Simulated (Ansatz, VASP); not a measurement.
**CoSi3: VASP beside Ansatz**

The input INCAR:

```
ALGO     = Normal         # electronic algorithm
EDIFF    = 1E-6           # SCF threshold, eV
ENCUT    = 520            # plane-wave cutoff, eV
GGA      = PS             # functional
ISIF     = 2              # what is computed and relaxed
ISMEAR   = 0              # smearing method
ISPIN    = 2              # spin polarisation
LASPH    = True           # aspherical terms in the spheres
LCHARG   = False          # write CHGCAR
LMAXMIX  = 4              # l up to which the mixer works
LORBIT   = 11             # projections on sites
LREAL    = False          # projectors in reciprocal space
LWAVE    = False          # write WAVECAR
MAGMOM   = 0 0 0 2        # initial moments
NBANDS   = 22             # bands
NELM     = 150            # most SCF steps
PREC     = Accurate       # precision mode
SIGMA    = 0.1            # smearing width, eV
```

Contents of KPOINTS:

```
k-points
0
Gamma
  12 12 12
```

Contents of POSCAR:

```
CoSi3
1.0
    0.0000000000      2.9759724507      2.9759724507
    2.9759724507      0.0000000000      2.9759724507
    2.9759724507      2.9759724507      0.0000000000
Si Co
3 1
Direct
    0.2500000000      0.2500000000      0.2500000000
    0.7500000000      0.7500000000      0.7500000000
    0.5000000000      0.5000000000      0.5000000000
    0.0000000000      0.0000000000      0.0000000000
```

Input for Ansatz:

```yaml
crystal:
  lattice:
    - [0.0, 2.9759724507, 2.9759724507]
    - [2.9759724507, 0.0, 2.9759724507]
    - [2.9759724507, 2.9759724507, 0.0]
  atoms:
    - { symbol: Si, position: [0.25, 0.25, 0.25] }
    - { symbol: Si, position: [0.75, 0.75, 0.75] }
    - { symbol: Si, position: [0.5, 0.5, 0.5] }
    - { symbol: Co, position: [0.0, 0.0, 0.0], spin: 2.0 }
basis:
  ecutwfc: 420
kpoints:
  mp_grid: { grid: [12, 12, 12] }
hamiltonian:
  xc: pbesol
scf:
  occupations: { method: gaussian, width: 0.1 }
  lower_state_search: "off"
output:
  forces: true
  stress: true
  eigenvalues: true
  populations: true
  write_density: true
  write_potential: true
  elf: true
  volumetric_format: npy
magnetization:
  spin_polarized: true
```

Alike in both runs: task single point; functional PBEsol; k mesh 12 × 12 × 12; occupations gaussian, width 0.1 eV; collinear spin.

|  | VASP | Ansatz |
| --- | --- | --- |
| version | VASP 6.6.1 | Ansatz 0.2.0 |
| potentials or method | VASP PAW PBE potentials, release 64 (Si, Co), cutoff 520 eV | scalar-relativistic, plane waves, PAW |
| valence electrons in the cell | 21 | 29 |

|  | VASP | Ansatz | Ansatz less VASP |
| --- | --- | --- | --- |
| gap on the k mesh at the Fermi level (eV) | none | none | - |
| pressure (GPa) | -7.3 | -7.4 | -0.15 |
| net moment per atom (μB) | 0.02 | 0.03 | +0.011 |
| size of the moment on the site where the two differ most (μB) | 0.06 | 0.11 | +0.046 |

VASP's potentials were made for PBE, not for PBEsol. Site moments also hang on the region over which each program counts them. A gap of «none» marks a metal or a gap that the smearing closes. With one functional, cell and mesh, what is left measures potentials, basis and numerics. VASP's potentials hold 21 valence electrons a cell and Ansatz's 29, so a difference there can come from the potentials and not from the codes. Ansatz's warnings: seeded moment not kept.
